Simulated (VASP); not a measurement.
# Se (P2/m) in VASP: single point with PBE

Aim: the single point of Se with PBE.

All numbers are computed with VASP 6.6.1; they aren't measurements. Logs are shortened: lines on timing, memory, paths and dates and some standing lists are left out, and cuts for length are marked.

### 1 The cell of the first run

Symmetry: P2/m, No. 10, monoclinic system. The conventional cell has a = 2.562 Å, b = 2.725 Å, c = 4.131 Å, α = 90.00°, β = 94.13°, γ = 90.00°. Within 3.4 Å of Se (site symmetry 2/m) lie 4 Se at 2.56 to 2.72 Å.

The cell was built from a structure type or drawn by symmetry, and may not be a known phase.

### 2 Single point, PBE

The input, INCAR:

```
SYSTEM = Se
PREC = Accurate ; ENCUT = 520
EDIFF = 1E-6 ; ISMEAR = 0
SIGMA = 0.1 ; LREAL = .FALSE.
LASPH = .TRUE. ; NELM = 80
ALGO = Normal ; ISIF = 2
LWAVE = .FALSE. ; LCHARG = .FALSE.
GGA = PE ; NBANDS = 9
```

The input, KPOINTS:

```
regular mesh
0
G
  6 8 4
  0 0 0
```

The input, POSCAR:

```
Se
1.0
    2.5434292435      0.0000000000     -0.3047719212
    0.0000000000      2.7246734981      0.0000000000
   -1.7577259258      0.0000000000      4.3608459737
Se
1
Direct
    0.5000000000      0.0000000000      0.5000000000
```

Potentials or basis: VASP PAW PBE potentials, release 64 (Se).

Command:

```bash
cat potpaw_PBE.64/Se/POTCAR > POTCAR
mpirun -np 1 vasp_std > vasp.out
```

OUTCAR:

```text
SYSTEM = Se
   PREC = Accurate
   ENCUT = 520
   EDIFF = 1E-6
   ISMEAR = 0
   LREAL = .FALSE.
   LASPH = .TRUE.
   NELM = 80
   ISIF = 2
   GGA = PE

 ion  position               nearest neighbor table
   1  0.500  0.000  0.500-

  LATTYP: Found a simple monoclinic cell.
 ALAT       =     2.5616241412
 B/A-ratio  =     1.0636507731
 C/A-ratio  =     1.6128332817
 COS(beta)  =    -0.0720195728

  Lattice vectors:

 A1 = (   2.5434292435,   0.0000000000,  -0.3047719212)
 A2 = (   0.0000000000,  -2.7246734981,   0.0000000000)
 A3 = (  -0.7857033177,   0.0000000000,  -4.0560740525)

Analysis of symmetry for initial positions (statically):
=====================================================================
 Subroutine PRICEL returns:
 Original cell was already a primitive cell.

 Routine SETGRP: Setting up the symmetry group for a
 simple monoclinic supercell.

 Subroutine GETGRP returns: Found  4 space group operations
 (whereof  4 operations were pure point group operations)
 out of a pool of  4 trial point group operations.

The static configuration has the point symmetry C_2h.

Analysis of symmetry for dynamics (positions and initial velocities):
=====================================================================
 Subroutine PRICEL returns:
 Original cell was already a primitive cell.

 Routine SETGRP: Setting up the symmetry group for a
 simple monoclinic supercell.

 Subroutine GETGRP returns: Found  4 space group operations
 (whereof  4 operations were pure point group operations)
 out of a pool of  4 trial point group operations.

The dynamic configuration has the point symmetry C_2h.

 Subroutine INISYM returns: Found  4 space group operations
 (whereof  4 operations are pure point group operations),
 and found     1 'primitive' translations

----------------------------------------------------------------------------------------

                                     Primitive cell

  volume of cell :      28.7611

  direct lattice vectors                    reciprocal lattice vectors
     2.543429243  0.000000000 -0.304771921     0.413123301  0.000000000  0.166517584
     0.000000000  2.724673498  0.000000000     0.000000000  0.367016452  0.000000000
    -1.757725926  0.000000000  4.360845974     0.028872467  0.000000000  0.240950928

  length of vectors
     2.561624141  2.724673498  4.701763290     0.445419990  0.367016452  0.242674616

  position of ions in fractional coordinates (direct lattice)
     0.500000000  0.000000000  0.500000000

  ion indices of the primitive-cell ions
   primitive index   ion index
[... 72 lines left out ...]
   NELM   =     80;   NELMIN=  2; NELMDL= -5     # of ELM steps
   EDIFF  = 0.1E-05   stopping-criterion for ELM
   LREAL  =      F    real-space projection
   EDIFFG = 0.1E-04   stopping-criterion for IOM
   NSW    =      0    number of steps for IOM
   IBRION =     -1    ionic relax: 0-MD 1-quasi-New 2-CG
   NFREE  =      0    steps in history (QN), initial steepest desc. (CG)
   ISIF   =      2    stress and relaxation
   ISYM   =      2    0-nonsym 1-usesym 2-fastsym
   POTIM  = 0.5000    time-step for ionic-motion
   TEBEG  =    0.0;   TEEND  =   0.0 temperature during run
   PSTRESS=    0.0 pullay stress
   NELECT =       6.0000    total number of electrons
   NUPDOWN=      -1.0000    fix difference up-down
   EMIN   =  10.00;   EMAX   =-10.00  energy-range for DOS
   EFERMI =   0.00;   METHOD = LEGACY
   ISMEAR =     0;   SIGMA  =   0.10  broadening in eV -4-tet -1-fermi 0-gaus
   EFERMI_NEDOS =   21; number of points for ismear=-14 and -15
   IALGO  =     38    algorithm
   IMIX   =      4    mixing-type and parameters
     AMIX     =   0.40;   BMIX     =  1.00
     AMIX_MAG =   1.60;   BMIX_MAG =  1.00
  volume/ion in A,a.u.               =      28.76       194.09
  Fermi-wavevector in a.u.,A,eV,Ry     =   0.970935  1.834801 12.826408  0.942714
  Thomas-Fermi vector in A             =   2.101111
   LORBIT       =      0    0 simple, 1 ext, 2 COOP (PROOUT), +10 PAW based schemes
   GGA     = PE    functional components
   LHFCALC =     F    Hartree Fock is set to
   AEXX    =    0.0000 exact exchange contribution
   IVDW    =     0    specifies the selected vdW correction
   LEPSILON=     F    determine dielectric tensor
   LRPA    =     F    only Hartree local field effects (RPA)
 non-spin polarized calculation
 Gauss-broadening in eV      SIGMA  =   0.10
  energy-cutoff  :      520.00
  volume of cell :       28.76
 maximum number of plane-waves:       798
   NGX =  9   NGY = 11   NGZ = 17

 number of electron       6.0000001 magnetization

 Free energy of the ion-electron system (eV)
  ---------------------------------------------------
  ext. energy  EPLUGINS =         0.00000000
  ---------------------------------------------------
  free energy    TOTEN  =        -3.30420470 eV

  energy without entropy =       -3.30208273  energy(sigma->0) =       -3.30314371

 E-fermi :   2.2982     XC(G=0):  -8.5087

 val. band max:        2.2814062010   @ k =   0.5000   0.2500   0.0000
 cond. band min:       2.4525803642   @ k =  -0.3333   0.3750   0.2500
 fundamental gap:      0.1711741632
 Fermi energy:         2.2981949872

 k-point     1 :       0.0000    0.0000    0.0000
  band No.  band energies     occupation
      1     -13.5759      2.00000
      2      -1.0015      2.00000
      3       4.8159      0.00000
      4       5.9959      0.00000
      5       6.8196      0.00000
      6      11.2580      0.00000
      7      14.0725      0.00000
      8      20.6055      0.00000
      9      20.6856      0.00000
[... 265 lines left out ...]
 k-point    24 :       0.5000    0.0000    0.2500
  band No.  band energies     occupation
      1      -9.9877      2.00000
      2      -4.8771      2.00000
      3       1.2788      2.00000
      4       7.2037      0.00000
      5       7.8335      0.00000
      6      12.6400      0.00000
      7      15.4379      0.00000
      8      16.0465      0.00000
      9      17.2086      0.00000

 [... further k-points ...]
[... 5 lines left out ...]
  --------------------------------------------------------------------------------------
  -------------------------------------------------------------------------------------
  Total        0.0466058     -0.0540029     -0.0030995      0.0000000      0.0000000     -0.0047880
  in kB        2.5962425     -3.0083066     -0.1726600      0.0000000      0.0000000     -0.2667204
  external PRESSURE =      -0.1949080 kB  Pullay stress =       0.0000000 kB

 VOLUME and BASIS-vectors are now :
 -----------------------------------------------------------------------------
  energy-cutoff  :      520.00
  volume of cell :       28.76
      direct lattice vectors                 reciprocal lattice vectors
     2.543429243  0.000000000 -0.304771921     0.413123301  0.000000000  0.166517584
     0.000000000  2.724673498  0.000000000     0.000000000  0.367016452  0.000000000
    -1.757725926  0.000000000  4.360845974     0.028872467  0.000000000  0.240950928

 POSITION                                       TOTAL-FORCE (eV/Angst)
 -----------------------------------------------------------------------------------
      0.39285      0.00000      2.02804         0.000000      0.000000      0.000000
 -----------------------------------------------------------------------------------
    total drift:                               -0.000000     -0.000000      0.000000

  FREE ENERGIE OF THE ION-ELECTRON SYSTEM (eV)
  ---------------------------------------------------
  free  energy   TOTEN  =        -3.3042047020 eV

  energy  without entropy=       -3.3020827275  energy(sigma->0) =       -3.30314371
```

Wall time 14 s (1 thread of Intel Xeon Platinum 8259CL at 2.50GHz (Skylake/Cascade Lake), shared host); peak memory 0.14 GiB.

What came out:

```
Free energy            : -3.3042 eV
Pressure               : 0.0 GPa
Band gap on the k mesh : zero (bands 3 and 4 overlap by 3.60 eV)
```

Caveat: the k points lie up to 0.44 Å⁻¹ apart, too coarse for converged energies and pressures of a metal.
